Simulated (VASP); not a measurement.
# BaZrO3 (Pm-3m) in VASP: notebook

BaZrO3 is run at these levels: LDA; tasks: single point.

Everything below comes from runs of VASP 6.6.1. Logs are shortened: lines on timing, memory, paths and dates and some standing lists are left out, and cuts for length are marked.

## Step 1: The cell of the first run

The structure is cubic, space group Pm-3m (No. 221). Conventional cell: a = 4.165 Å, b = 4.165 Å, c = 4.165 Å, α = 90.00°, β = 90.00°, γ = 90.00°. Ba (site symmetry m-3m) has 12 O at 2.95 Å and 8 Zr at 3.61 Å within 3.9 Å. Within 2.8 Å of Zr (site symmetry m-3m) lie 6 O at 2.08 Å. Within 2.8 Å of O (site symmetry 4/mmm) lie 2 Zr at 2.08 Å.

## Step 2: Single point, LDA

INCAR

```
SYSTEM = BaZrO3
PREC = Accurate
ENCUT = 520
EDIFF = 1E-7
ISMEAR = 0
SIGMA = 0.01
LREAL = .False.
LASPH = .True.
NELM = 60
ALGO = Normal
ISIF = 2
LWAVE = .False.
LCHARG = .False.
GGA = CA
NBANDS = 28
```

KPOINTS

```
regular mesh
0
Gamma
  3 3 3
  0 0 0
```

POSCAR

```
BaZrO3
1.0
    4.1654896559      0.0000000000      0.0000000000
    0.0000000000      4.1654896559      0.0000000000
    0.0000000000      0.0000000000      4.1654896559
Ba Zr O
1 1 3
Direct
    0.0000000000      0.0000000000      0.0000000000
    0.5000000000      0.5000000000      0.5000000000
    0.0000000000      0.5000000000      0.5000000000
    0.5000000000      0.0000000000      0.5000000000
    0.5000000000      0.5000000000      0.0000000000
```

Potentials or basis: VASP PAW LDA potentials, release 64 (Ba_sv, Zr_sv, O).

The run is started by

```sh
cat potpaw_LDA.64/Ba_sv/POTCAR potpaw_LDA.64/Zr_sv/POTCAR potpaw_LDA.64/O/POTCAR > POTCAR
mpirun -np 1 vasp_std > vasp.out
```

OUTCAR:

```text
SYSTEM = BaZrO3
   PREC = Accurate
   ENCUT = 520
   EDIFF = 1E-7
   ISMEAR = 0
   LREAL = .False.
   LASPH = .True.
   NELM = 60
   ISIF = 2
   GGA = CA

 ion  position               nearest neighbor table
   1  0.000  0.000  0.000-   3 2.95   4 2.95   5 2.95   3 2.95   4 2.95   3 2.95   5 2.95   3 2.95
                             4 2.95   5 2.95   4 2.95   5 2.95   2 3.61   2 3.61   2 3.61   2 3.61
   2  0.500  0.500  0.500-   3 2.08   4 2.08   5 2.08   5 2.08   4 2.08   3 2.08   1 3.61   1 3.61
                             1 3.61   1 3.61   1 3.61   1 3.61   1 3.61   1 3.61
   3  0.000  0.500  0.500-   2 2.08   2 2.08   1 2.95   1 2.95   1 2.95   1 2.95
   4  0.500  0.000  0.500-   2 2.08   2 2.08   1 2.95   1 2.95   1 2.95   1 2.95
   5  0.500  0.500  0.000-   2 2.08   2 2.08   1 2.95   1 2.95   1 2.95   1 2.95

  LATTYP: Found a simple cubic cell.
 ALAT       =     4.1654896559

  Lattice vectors:

 A1 = (   4.1654896559,   0.0000000000,   0.0000000000)
 A2 = (   0.0000000000,   4.1654896559,   0.0000000000)
 A3 = (   0.0000000000,   0.0000000000,   4.1654896559)

Analysis of symmetry for initial positions (statically):
=====================================================================
 Subroutine PRICEL returns:
 Original cell was already a primitive cell.

 Routine SETGRP: Setting up the symmetry group for a
 simple cubic supercell.

 Subroutine GETGRP returns: Found 48 space group operations
 (whereof 48 operations were pure point group operations)
 out of a pool of 48 trial point group operations.

The static configuration has the point symmetry O_h .

Analysis of symmetry for dynamics (positions and initial velocities):
=====================================================================
 Subroutine PRICEL returns:
 Original cell was already a primitive cell.

 Routine SETGRP: Setting up the symmetry group for a
 simple cubic supercell.

 Subroutine GETGRP returns: Found 48 space group operations
 (whereof 48 operations were pure point group operations)
 out of a pool of 48 trial point group operations.

The dynamic configuration has the point symmetry O_h .

 Subroutine INISYM returns: Found 48 space group operations
 (whereof 48 operations are pure point group operations),
 and found     1 'primitive' translations

----------------------------------------------------------------------------------------

                                     Primitive cell

  volume of cell :      72.2767

  direct lattice vectors                    reciprocal lattice vectors
     4.165489656  0.000000000  0.000000000     0.240067815  0.000000000  0.000000000
     0.000000000  4.165489656  0.000000000     0.000000000  0.240067815  0.000000000
     0.000000000  0.000000000  4.165489656     0.000000000  0.000000000  0.240067815

  length of vectors
     4.165489656  4.165489656  4.165489656     0.240067815  0.240067815  0.240067815

  position of ions in fractional coordinates (direct lattice)
     0.000000000  0.000000000  0.000000000
     0.500000000  0.500000000  0.500000000
     0.000000000  0.500000000  0.500000000
     0.500000000  0.000000000  0.500000000
     0.500000000  0.500000000  0.000000000

  ion indices of the primitive-cell ions
   primitive index   ion index
                 1           1
                 2           2
                 3           3
                 4           4
                 5           5

----------------------------------------------------------------------------------------

 KPOINTS: regular mesh

Automatic generation of k-mesh.
 Grid dimensions read from file:
 generate k-points for:    3    3    3

 Generating k-lattice:

  Cartesian coordinates                     Fractional coordinates (reciprocal lattice)
     0.080022605  0.000000000  0.000000000     0.333333333  0.000000000  0.000000000
     0.000000000  0.080022605  0.000000000     0.000000000  0.333333333  0.000000000
     0.000000000  0.000000000  0.080022605     0.000000000  0.000000000  0.333333333

  Length of vectors
     0.080022605  0.080022605  0.080022605

  Shift w.r.t. Gamma in fractional coordinates (k-lattice)
     0.000000000  0.000000000  0.000000000

 Subroutine IBZKPT returns following result:
 ===========================================

 Found      4 irreducible k-points:

 Following reciprocal coordinates:
            Coordinates               Weight
  0.000000  0.000000  0.000000      1.000000
  0.333333  0.000000  0.000000      6.000000
  0.333333  0.333333  0.000000     12.000000
  0.333333  0.333333  0.333333      8.000000
   k-points           NKPTS =      4   k-points in BZ     NKDIM =      4   number of bands    NBANDS=     28
   number of dos      NEDOS =    301   number of ions     NIONS =      5
   total plane-waves  NPLWV =  32768
   dimension x,y,z NGX =    32 NGY =   32 NGZ =   32
   dimension x,y,z NGXF=    64 NGYF=   64 NGZF=   64
   ions per type =               1   1   3
   NGX,Y,Z   is equivalent  to a cutoff of  12.77, 12.77, 12.77 a.u.
   NGXF,Y,Z  is equivalent  to a cutoff of  25.54, 25.54, 25.54 a.u.
 SYSTEM =  BaZrO3
   PREC   = accura    normal or accurate (medium, high low for compatibility)
   ISTART =      0    job   : 0-new  1-cont  2-samecut
   ICHARG =      2    charge: 1-file 2-atom 10-const
   ISPIN  =      1    spin polarized calculation?
   LNONCOLLINEAR =      F non collinear calculations
   LSORBIT =      F    spin-orbit coupling
   LASPH  =      T    aspherical Exc in radial PAW
   ENCUT  =  520.0 eV  38.22 Ry    6.18 a.u.   7.75  7.75  7.75*2*pi/ulx,y,z
   NELM   =     60;   NELMIN=  2; NELMDL= -5     # of ELM steps
   EDIFF  = 0.1E-06   stopping-criterion for ELM
   LREAL  =      F    real-space projection
   EDIFFG = 0.1E-05   stopping-criterion for IOM
   NSW    =      0    number of steps for IOM
   IBRION =     -1    ionic relax: 0-MD 1-quasi-New 2-CG
   NFREE  =      0    steps in history (QN), initial steepest desc. (CG)
   ISIF   =      2    stress and relaxation
   ISYM   =      2    0-nonsym 1-usesym 2-fastsym
   POTIM  = 0.5000    time-step for ionic-motion
   TEBEG  =    0.0;   TEEND  =   0.0 temperature during run
   PSTRESS=    0.0 pullay stress
   NELECT =      40.0000    total number of electrons
   NUPDOWN=      -1.0000    fix difference up-down
   EMIN   =  10.00;   EMAX   =-10.00  energy-range for DOS
   EFERMI =   0.00;   METHOD = LEGACY
   ISMEAR =     0;   SIGMA  =   0.01  broadening in eV -4-tet -1-fermi 0-gaus
   EFERMI_NEDOS =   21; number of points for ismear=-14 and -15
   IALGO  =     38    algorithm
   IMIX   =      4    mixing-type and parameters
     AMIX     =   0.40;   BMIX     =  1.00
     AMIX_MAG =   1.60;   BMIX_MAG =  1.00
  volume/ion in A,a.u.               =      14.46        97.55
  Fermi-wavevector in a.u.,A,eV,Ry     =   1.344091  2.539964 24.580032  1.806581
  Thomas-Fermi vector in A             =   2.472113
   LORBIT       =      0    0 simple, 1 ext, 2 COOP (PROOUT), +10 PAW based schemes
   GGA     = CA    functional components
   LHFCALC =     F    Hartree Fock is set to
   AEXX    =    0.0000 exact exchange contribution
   IVDW    =     0    specifies the selected vdW correction
   LEPSILON=     F    determine dielectric tensor
   LRPA    =     F    only Hartree local field effects (RPA)
 non-spin polarized calculation
 Gauss-broadening in eV      SIGMA  =   0.01
  energy-cutoff  :      520.00
  volume of cell :       72.28
 maximum number of plane-waves:      1947
 NGX is ok and might be reduce to    32
   NGX = 15   NGY = 15   NGZ = 15

 number of electron      40.0000011 magnetization

 Free energy of the ion-electron system (eV)
  ---------------------------------------------------
  ext. energy  EPLUGINS =         0.00000000
  ---------------------------------------------------
  free energy    TOTEN  =       -45.66736119 eV

  energy without entropy =      -45.66736119  energy(sigma->0) =      -45.66736119

 E-fermi :   3.5040     XC(G=0): -11.3293

 val. band max:        3.4258201900   @ k =   0.0000   0.0000   0.0000
 cond. band min:       6.6950660910   @ k =   0.0000   0.0000   0.0000
 fundamental gap:      3.2692459009
 Fermi energy:         3.5039829262

 k-point     1 :       0.0000    0.0000    0.0000
  band No.  band energies     occupation
      1     -42.9809      2.00000
      2     -21.4687      2.00000
      3     -21.3420      2.00000
      4     -21.3420      2.00000
      5     -21.3420      2.00000
      6     -12.4686      2.00000
[... 20 lines left out ...]
     27      11.2740      0.00000
     28      11.2740      0.00000

 k-point     2 :       0.3333    0.0000    0.0000
  band No.  band energies     occupation
      1     -42.9780      2.00000
      2     -21.7112      2.00000
      3     -21.3359      2.00000
      4     -21.3359      2.00000
      5     -21.2471      2.00000
      6     -12.6133      2.00000
[... 20 lines left out ...]
     27      11.2742      0.00000
     28      11.5166      0.00000

 k-point     3 :       0.3333    0.3333    0.0000
  band No.  band energies     occupation
      1     -42.9751      2.00000
      2     -21.6380      2.00000
      3     -21.5408      2.00000
      4     -21.3303      2.00000
      5     -21.2834      2.00000
      6     -12.3870      2.00000
[... 20 lines left out ...]
     27      11.9488      0.00000
     28      12.4132      0.00000

 k-point     4 :       0.3333    0.3333    0.3333
  band No.  band energies     occupation
      1     -42.9723      2.00000
      2     -21.5774      2.00000
      3     -21.5329      2.00000
      4     -21.5329      2.00000
      5     -21.3088      2.00000
      6     -11.6421      2.00000
[... 20 lines left out ...]
     27      11.9660      0.00000
     28      11.9660      0.00000

------------------------ aborting loop because EDIFF is reached ----------------------------------------

  FORCE on cell =-STRESS in cart. coord.  units (eV):
  Direction    XX          YY          ZZ          XY          YZ          ZX
  --------------------------------------------------------------------------------------
  -------------------------------------------------------------------------------------
  Total       -0.2572359     -0.2572359     -0.2572359     -0.0000000     -0.0000000      0.0000000
  in kB       -5.7022198     -5.7022198     -5.7022198     -0.0000000     -0.0000000      0.0000000
  external PRESSURE =      -5.7022198 kB  Pullay stress =       0.0000000 kB

 VOLUME and BASIS-vectors are now :
 -----------------------------------------------------------------------------
  energy-cutoff  :      520.00
  volume of cell :       72.28
      direct lattice vectors                 reciprocal lattice vectors
     4.165489656  0.000000000  0.000000000     0.240067815  0.000000000  0.000000000
     0.000000000  4.165489656  0.000000000     0.000000000  0.240067815  0.000000000
     0.000000000  0.000000000  4.165489656     0.000000000  0.000000000  0.240067815

 POSITION                                       TOTAL-FORCE (eV/Angst)
 -----------------------------------------------------------------------------------
      0.00000      0.00000      0.00000         0.000000      0.000000      0.000000
      2.08274      2.08274      2.08274         0.000000      0.000000      0.000000
      0.00000      2.08274      2.08274         0.000000      0.000000      0.000000
      2.08274      0.00000      2.08274         0.000000      0.000000      0.000000
      2.08274      2.08274      0.00000         0.000000      0.000000      0.000000
 -----------------------------------------------------------------------------------
    total drift:                                0.000000     -0.000000     -0.000000

  FREE ENERGIE OF THE ION-ELECTRON SYSTEM (eV)
  ---------------------------------------------------
  free  energy   TOTEN  =       -45.6673611924 eV

  energy  without entropy=      -45.6673611924  energy(sigma->0) =      -45.66736119
```

Run time: 9.2 s. Hardware: 1 thread of Intel Xeon 6975P-C, shared host; peak memory 0.16 GiB.

Results:

```
Free energy            : -45.6674 eV
Pressure               : -0.6 GPa
Band gap on the k mesh : 3.27 eV, direct
```

Caveat: the k points lie up to 0.50 Å⁻¹ apart; spin-orbit coupling is left out, which moves the levels of the heavy elements.

[end of part 1 of 2]
